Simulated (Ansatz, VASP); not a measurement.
Ge2Sb2Te5: VASP beside Ansatz

```
Ge Sb Te
1.0
     4.48026    0.00000    0.00000
    -2.24013    3.88002    0.00000
     0.00000    0.00000   19.00387
Ge Sb Te
2 2 5
Direct
  0.00000 0.00000 0.33147
  0.00000 0.00000 0.66853
  0.33333 0.66667 0.11216
  0.66667 0.33333 0.88784
  0.00000 0.00000 0.00000
  0.33333 0.66667 0.79136
  0.66667 0.33333 0.20864
  0.33333 0.66667 0.40975
  0.66667 0.33333 0.59025
```

Alike in both runs: task single point; functional PBE; k mesh 12 × 12 × 2; occupations gaussian, width 0.03 eV; no spin polarisation.

|  | VASP | Ansatz |
| --- | --- | --- |
| version | VASP 6.6.1 | Ansatz 0.2.0 |
| potentials or method | VASP PAW PBE potentials, release 64 (Ge_d, Sb, Te), cutoff 520 eV | scalar-relativistic, plane waves, PAW |
| valence electrons in the cell | 68 | 138 |

```tsv
	VASP	Ansatz	Ansatz less VASP
gap on the k mesh at the Fermi level (eV)	0.06	0.05	-0.004
least direct gap on the mesh (eV)	0.06	0.05	-0.004
pressure (GPa)	-4.9	-4.9	+0.03
traceless stress, the component that is largest in VASP (GPa)	0.19	0.19	+0.003
rms of the force components (eV/Å)	0.317	0.320	+0.0030
```

Atom by atom the forces differ by 0.004 eV/Å (rms over components). VASP's potentials hold 68 valence electrons a cell and Ansatz's 138, so a difference there can come from the potentials and not from the codes.

Spin-orbit coupling is off throughout.
